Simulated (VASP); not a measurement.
As, 1 atom in the cell. It takes space group Fm-3m (No. 225, cubic). Conventional cell: a = 4.254 Å, b = 4.254 Å, c = 4.254 Å, α = 90.00°, β = 90.00°, γ = 90.00°. Within 4.0 Å of As (site symmetry m-3m) lie 12 As at 3.01 Å. 

| Quantity | Value |
| --- | --- |
| Program | VASP 6.6.1 |
| Task | single point |
| Functional | PBE |
| Potentials or basis | VASP PAW PBE potentials, release 64 (As) |
| Cutoff | 520 eV |
| k mesh | 44 × 44 × 44 |
| Occupations | fermi-dirac, width 0.0612256 eV |
| Spin | no spin polarisation |
| Dipole correction | no |
| Further INCAR settings | ALGO = Normal; EDIFF = 1e-07; NBANDS = 8 |

Potentials or basis: VASP PAW PBE potentials, release 64 (As).

Launch:

```bash
$ cat potpaw_PBE.64/As/POTCAR > POTCAR
$ mpirun -np 1 vasp_std > vasp.out
```

Hardware: 1 thread of Intel(R) Xeon(R) 6975P-C (Granite Rapids) (shared host).

Question: How long does it take, and how much memory?

Answer: Run time: 61 s on 1 thread of Intel(R) Xeon(R) 6975P-C (Granite Rapids), on a shared host, peak memory 0.42 GiB. Counts: scf iterations 9, k points 2168.
